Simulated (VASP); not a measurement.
Ag, 2 atoms in the cell. The typed cell holds 2 atoms: a = 2.930 Å, b = 2.930 Å, c = 4.790 Å, α = 90.00°, β = 90.00°, γ = 120.00°.  This cell differs from its parent crystal: atoms moved at random.

```yaml
Program: VASP 6.6.1
Task: single point
Functional: PBE
Potentials_or_basis: VASP PAW PBE potentials, release 64 (Ag)
Cutoff: 520 eV
k_mesh: 10 × 10 × 6
Occupations: fermi-dirac, width 0.05 eV
Spin: no spin polarisation
Dipole_correction: no
Further_INCAR_settings: ALGO = Fast; EDIFF = 1e-06; NBANDS = 18
```

Potentials or basis: VASP PAW PBE potentials, release 64 (Ag).

Command:

```sh
$ cat potpaw_PBE.64/Ag/POTCAR > POTCAR
$ mpirun -np 1 vasp_std > vasp.out
```

Hardware: 1 thread of AMD EPYC 9R45 96-Core Processor (Zen 5), on a shared host.

Problem. Estimate the wall time of this run.

Solution. It took 79 s on 1 thread of AMD EPYC 9R45 96-Core Processor (Zen 5), with other jobs on the host, peak memory 0.25 GiB. Counts: scf iterations 12, k points 304.
